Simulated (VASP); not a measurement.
Set up this calculation in VASP 6.6.1, as the native input.

| Property | Result |
| --- | --- |
| Task | electric field gradients |
| Functional | LDA |
| Potentials or basis | VASP PAW LDA potentials, release 64 (In_d) |
| Cutoff | 520 eV |
| k mesh | 12 × 12 × 14 |
| Occupations | fermi-dirac, width 0.05 eV |
| Spin | no spin polarisation |
| Dipole correction | no |
| Further INCAR settings | ALGO = Normal; EDIFF = 1e-08; NBANDS = 12 |

The structure of In lies in POSCAR:

```
In
1.0
   -1.6056495000      1.6303890000      2.4739500000
    1.6303890000     -1.6056495000      2.4739500000
    1.6219110000      1.6219110000     -2.4576885000
In
1
Direct
    0.0000000000      0.0000000000      0.0000000000
```

This cell differs from its parent crystal: equal xy, yz and zx shear strains of +1 %.

One way to write it, as run:

INCAR

```
PREC     = Accurate       # precision mode
ENCUT    = 520            # plane-wave cutoff, eV
EDIFF    = 1E-8           # SCF threshold, eV
ISMEAR   = -1             # smearing method
SIGMA    = 0.05           # smearing width, eV
LREAL    = False          # projectors in reciprocal space
LASPH    = True           # aspherical terms in the spheres
NELM     = 100            # most SCF steps
ALGO     = Normal         # electronic algorithm
ISIF     = 2              # what is computed and relaxed
LWAVE    = False          # write WAVECAR
LCHARG   = False          # write CHGCAR
GGA      = CA             # functional
LEFG     = True         
NBANDS   = 12             # bands
```

KPOINTS

```
Automatic mesh
0
Gamma
  12 12 14
```

Potentials or basis: VASP PAW LDA potentials, release 64 (In_d).

The run is started by

```sh
$ cat potpaw_LDA.64/In_d/POTCAR > POTCAR
$ mpirun -np 1 vasp_std > vasp.out
```

It gave:

```yaml
Pressure: -2.5 GPa
Band_gap_on_the_k_mesh: zero (an odd number of electrons rules out a gap without spin polarisation)
Largest_electric_field_gradient_by_atom: In +18.2 V/Å²
```

Caveat: the cell differs from its parent crystal (equal xy, yz and zx shear strains of +1 %); without QUAD_EFG the Cq values of the log hold for a quadrupole moment of 1 mb, not for the nuclei; spin-orbit coupling is left out, which moves the levels of the heavy elements.

It took 92 s on 1 thread of Intel(R) Xeon(R) 6975P-C (Granite Rapids), with other jobs on the host, peak memory 0.27 GiB.
